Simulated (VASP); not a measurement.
Set up this calculation in VASP 6.6.1, as the native input.

* Task: relaxation of the atoms
* Functional: PBEsol
* Potentials or basis: VASP PAW PBE potentials, release 64 (C)
* Cutoff: 520 eV
* k mesh: 9 × 9 × 6
* Occupations: gaussian, width 0.02 eV
* Spin: no spin polarisation
* Dipole correction: no
* Further INCAR settings: ALGO = Normal; EDIFF = 1e-06; IBRION = 2; EDIFFG = -0.002; NSW = 60

The structure of C lies in POSCAR:

```
C
1.0
    2.4612466108      0.0000000000      0.0000000000
   -1.2306233054      2.1315020900      0.0000000000
    0.0000000000      0.0000000000      4.1652711190
C
4
Direct
    0.3333333333      0.6666666667     -0.0001053994
    0.6666666667      0.3333333333      0.4998946006
    0.3333333333      0.6666666667      0.3741053994
    0.6666666667      0.3333333333      0.8741053994
```

This cell differs from its parent crystal: strained cell.

The input as run:

INCAR

```
PREC = Accurate ; ENCUT = 520
EDIFF = 1E-6 ; ISMEAR = 0
SIGMA = 0.02 ; LREAL = F
LASPH = T ; NELM = 100
ALGO = Normal ; ISIF = 2
LWAVE = F ; LCHARG = F
GGA = PS ; IBRION = 2
NSW = 60 ; EDIFFG = -0.002
```

KPOINTS

```
regular mesh
0
Gamma
  9 9 6
```

Potentials or basis: VASP PAW PBE potentials, release 64 (C).

The run is started by

```sh
$ cat potpaw_PBE.64/C/POTCAR > POTCAR
$ mpirun -np 1 vasp_std > vasp.out
```

It gave:

- Energy gained by relaxing: 0.0 meV/atom
- Ionic steps: 3
- Pressure after relaxing: 15.1 GPa
- Band gap on the k mesh: 2.87 eV (least direct gap 4.94 eV)

Caveat: the cell differs from its parent crystal (strained cell); the PAW data sets were made with another functional, which shifts forces and pressure a little.

Run time: 20 s on 1 thread of AMD EPYC 7R43 64-Core Processor (Zen 3), on a shared host, peak memory 0.09 GiB.
